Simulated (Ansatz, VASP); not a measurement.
BiTe in VASP and in Ansatz

```
Bi Te
1.0
     0.00000    3.23500    3.23500
     3.23500    0.00000    3.23500
     3.23500    3.23500    0.00000
Bi Te
1 1
Cartesian
  3.2350 3.2350 3.2350
  0.0000 0.0000 0.0000
```

Alike in both runs: task relaxation of cell and atoms; functional PBE; k mesh 12 × 12 × 12; occupations gaussian, width 0.1 eV; no spin polarisation.

```csv
,VASP,Ansatz
version,VASP 6.6.1,Ansatz 0.2.0
potentials or method,"VASP PAW PBE potentials, release 64 (Bi_d, Te), cutoff 600 eV","scalar-relativistic, plane waves, PAW"
valence electrons in the cell,21,31
```

Ansatz gave:

| Property | Result |
| --- | --- |
| gap on the k mesh at the Fermi level, each at its own relaxed structure (eV) | none |
| relaxed volume (Å³/atom) | 34.37 |
| relaxed length of the cell vector where the two differ most in proportion (Å) | 4.598 |

**Question.** Which values does VASP return?

**Answer.** gap on the k mesh at the Fermi level, each at its own relaxed structure (eV): none; relaxed volume (Å³/atom): 34.34; relaxed length of the cell vector where the two differ most in proportion (Å): 4.597.

A gap of «none» marks a metal or a gap that the smearing closes. VASP's potentials hold 21 valence electrons a cell and Ansatz's 31, so a difference there can come from the potentials and not from the codes.

Neither program's run includes spin-orbit coupling.
